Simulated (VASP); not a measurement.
A run of VASP 6.6.1 is set up as follows.

INCAR

```
SYSTEM = Ta
ALGO     = Normal         ! electronic algorithm
EDIFF    = 1E-6           ! SCF threshold, eV
ENCUT    = 520            ! plane-wave cutoff, eV
GGA      = PE             ! functional
ISIF     = 2              ! what is computed and relaxed
ISMEAR   = -1             ! smearing method
LASPH    = .TRUE.         ! aspherical terms in the spheres
LCHARG   = .TRUE.         ! write CHGCAR
LELF     = .TRUE.         ! ELF
LREAL    = .FALSE.        ! projectors in reciprocal space
LVHAR    = .TRUE.       
LWAVE    = .FALSE.        ! write WAVECAR
NBANDS   = 12             ! bands
NELM     = 100            ! most SCF steps
PREC     = Accurate       ! precision mode
SIGMA    = 0.05           ! smearing width, eV
```

Contents of KPOINTS:

```
k-points
0
G
  16 16 16
  0 0 0
```

POSCAR

```
Ta
1.0
   -1.3352110555      1.3352110555      1.3352110555
    1.3352110555     -1.3352110555      1.3352110555
    1.3352110555      1.3352110555     -1.3352110555
Ta
1
Direct
    0.0000000000      0.0000000000      0.0000000000
```

Potentials or basis: VASP PAW PBE potentials, release 64 (Ta_pv).

Run with:

```console
$ cat potpaw_PBE.64/Ta_pv/POTCAR > POTCAR
$ mpirun -np 1 vasp_std > vasp.out
```

What does it give for the pressure?

445.8 GPa.
